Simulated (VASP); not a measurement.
The system is MnSn2.

```
Mn Sn
1.0
    -3.32300    3.32300    2.71250
     3.32300   -3.32300    2.71250
     3.32300    3.32300   -2.71250
Mn Sn
2 4
Direct
  0.75000 0.75000 0.00000
  0.25000 0.25000 0.00000
  0.15900 0.65900 0.81800
  0.65900 0.84100 0.50000
  0.84100 0.34100 0.18200
  0.34100 0.15900 0.50000
```

Base run:

```yaml
Program: VASP 6.6.1
Functional: PBEsol
Potentials_or_basis: VASP PAW PBE potentials, release 64 (Mn_pv, Sn_d)
Cutoff: 500 eV
k_mesh: 8 × 8 × 8
Occupations: gaussian, width 0.1 eV
Spin: collinear spin
Starting_moments: "[2.95, 2.95, -0.08, -0.08, -0.08, -0.08] μB"
Fixed_moment: 5 μB
```

Its results: pressure -3.8 GPa; site moments Mn +2.68; Sn -0.10 μB; largest force 0.484 eV/Å.

Q: The run is repeated on the same cell with these changes: fixed moment from 5 μB to 1.25 μB; moments at the start from [2.95, 2.95, -0.08, -0.08, -0.08, -0.08] to [0.97, 0.97, -0.07, -0.07, -0.07, -0.07]. What comes out?

A: Pressure -9.3 GPa; site moments Mn +0.88; Sn -0.08 μB; largest force 0.371 eV/Å.

Caveats: the cell stands under tension; the PAW data sets were made with another functional, which shifts forces and pressure a little; the total moment is fixed, so each spin has its own Fermi level and the state may be an excited one.
